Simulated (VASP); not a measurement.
Input of a VASP 6.6.1 run:

INCAR

```
  ALGO = Normal
  EDIFF = 1E-8
  ENCUT = 520
  ISIF = 2
  ISMEAR = 0
  LASPH = T
  LCALCEPS = T
  LCHARG = F
  LMIXTAU = T
  LREAL = F
  LWAVE = F
  METAGGA = R2SCAN
  NELM = 60
  PREC = Accurate
  SIGMA = 0.01
```

KPOINTS

```
k-points
0
Gamma
  6 6 6
```

POSCAR

```
PbS
1.0
    0.0000000000      2.9872321667      2.9872321667
    2.9872321667      0.0000000000      2.9872321667
    2.9872321667      2.9872321667      0.0000000000
Pb S
1 1
Direct
    0.0000000000      0.0000000000      0.0000000000
    0.5000000000      0.5000000000      0.5000000000
```

Potentials or basis: VASP PAW PBE potentials, release 64 (Pb_d, S).

The run is started by

```sh
$ cat potpaw_PBE.64/Pb_d/POTCAR potpaw_PBE.64/S/POTCAR > POTCAR
$ mpirun -np 1 vasp_std > vasp.out
```

Task: Estimate the electronic dielectric tensor (diagonal).

Result: 13.85.

Task: Predict the Born charges (mean of the diagonal).

Result: Pb +4.34; S -4.34 e.

Task: Estimate the band gap on the k mesh.

Result: 0.70 eV.

Electronic dielectric tensor:
```
13.85  0.00  0.00
 0.00 13.85  0.00
 0.00  0.00 13.85
```

Caveat: spin-orbit coupling is left out, which moves the levels of the heavy elements. A k mesh can miss the band edges.
